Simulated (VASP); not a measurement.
Input of a VASP 6.6.1 run:

Contents of INCAR:

```
SYSTEM = MgBeZnCdTe4
ALGO = Normal
EDIFF = 1E-7
ENCUT = 520
GGA = PE
ISIF = 2
ISMEAR = 0
ISYM = 0
LASPH = .True.
LCHARG = .True.
LELF = .True.
LREAL = Auto
LVHAR = .True.
LWAVE = .False.
NBANDS = 96
NELM = 60
PREC = Accurate
SIGMA = 0.1
```

File KPOINTS:

```
k-points
0
Gamma
  3 2 2
  0 0 0
```

File POSCAR:

```
MgBeZnCdTe4
1.0
    6.5477759641      3.7789352855     -0.0282708800
   -0.0475132308      7.5872819723      7.1926802160
    6.5939562788     -3.9118058662      7.2750244930
Be Mg Zn Cd Te
3 3 3 3 12
Direct
    0.1833274665      0.1639435842      0.8255642279
    0.6699092724      0.3361705272      0.6750780008
    0.5759039552      0.7606813669      0.7462630845
    0.0861942739      0.2443512089      0.2522528639
    0.0927575355      0.5805205710      0.9035682796
    0.6036446269      0.4052886494      0.0647193323
    0.6682832543      0.0072451388      0.9891850455
    0.0661680606      0.9315659255      0.5999226591
    0.5788184463      0.0841902335      0.4351707697
    0.1592176802      0.4980058458      0.5143219038
    0.1691771487      0.8402774825      0.1562528674
    0.6541513692      0.6715369865      0.3460027657
    0.0176546601      0.3301233891      0.0007440443
    0.9375482215      0.7123067827      0.6912423181
    0.9711641674      0.0149652361      0.3707618929
    0.5055835313      0.5326025200      0.8250513531
    0.4619751127      0.8615384855      0.5463868944
    0.4950355943      0.1712183593      0.1961584426
    0.8722037734      0.4202015789      0.4595257127
    0.8802215709      0.7742743009      0.0939680332
    0.8985400883      0.1296056474      0.7730275618
    0.3947759529      0.5918056401      0.2634550999
    0.4027963799      0.9467195268      0.9094373552
    0.4114515372      0.2634849473      0.6296783642
```

Potentials or basis: VASP PAW PBE potentials, release 64 (Be, Mg, Zn, Cd, Te).

Command:

```console
$ cat potpaw_PBE.64/Be/POTCAR potpaw_PBE.64/Mg/POTCAR potpaw_PBE.64/Zn/POTCAR potpaw_PBE.64/Cd/POTCAR potpaw_PBE.64/Te/POTCAR > POTCAR
$ mpirun -np 1 vasp_std > vasp.out
```

(1) What does it give for the pressure?

(2) What does it give for the largest force?

(3) What does it give for the band gap on the k mesh?

Results:

(1) 0.1 GPa.

(2) 0.043 eV/Å.

(3) 1.61 eV.

Caveat: spin-orbit coupling is left out, which moves the levels of the heavy elements.
